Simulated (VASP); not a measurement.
A run of VASP 6.6.1:

The input INCAR:

```
PREC = Accurate
ENCUT = 520
EDIFF = 1E-7
ISMEAR = 0
SIGMA = 0.03
LREAL = F
LASPH = T
NELM = 80
ALGO = Normal
ISIF = 2
LWAVE = F
LCHARG = F
NBANDS = 36
```

The input KPOINTS:

```
regular mesh
0
Gamma
  10 10 4
```

The input POSCAR:

```
Si
1.0
    2.4128060011     -4.8074548841      0.0000000000
    0.8166278219      4.2375547977      0.0000000000
    0.0000000000      0.0000000000     12.5702440454
Si
12
Direct
    0.7570666288      0.2429333712      0.9449750226
    0.2429333712      0.7570666288      0.0550249774
    0.7570666288      0.2429333712      0.5550249774
    0.2429333712      0.7570666288      0.4449750226
    0.4287015211      0.5712984789      0.1572276936
    0.5712984789      0.4287015211      0.8427723064
    0.4287015211      0.5712984789      0.3427723064
    0.5712984789      0.4287015211      0.6572276936
    0.9711041075      0.0288958925      0.9092746508
    0.0288958925      0.9711041075      0.0907253492
    0.9711041075      0.0288958925      0.5907253492
    0.0288958925      0.9711041075      0.4092746508
```

Potentials or basis: VASP PAW LDA potentials, release 64 (Si).

Run with:

```sh
$ cat potpaw_LDA.64/Si/POTCAR > POTCAR
$ mpirun -np 1 vasp_std > vasp.out
```

Hardware: 1 thread of AMD EPYC 9R45 96-Core Processor (Zen 5), with other jobs on the host.

Task: How long does it take, and how much memory?

Result: It took 14 min on 1 thread of AMD EPYC 9R45 96-Core Processor (Zen 5), on a shared host, peak memory 0.68 GiB. Counts: scf iterations 15, k points 156.
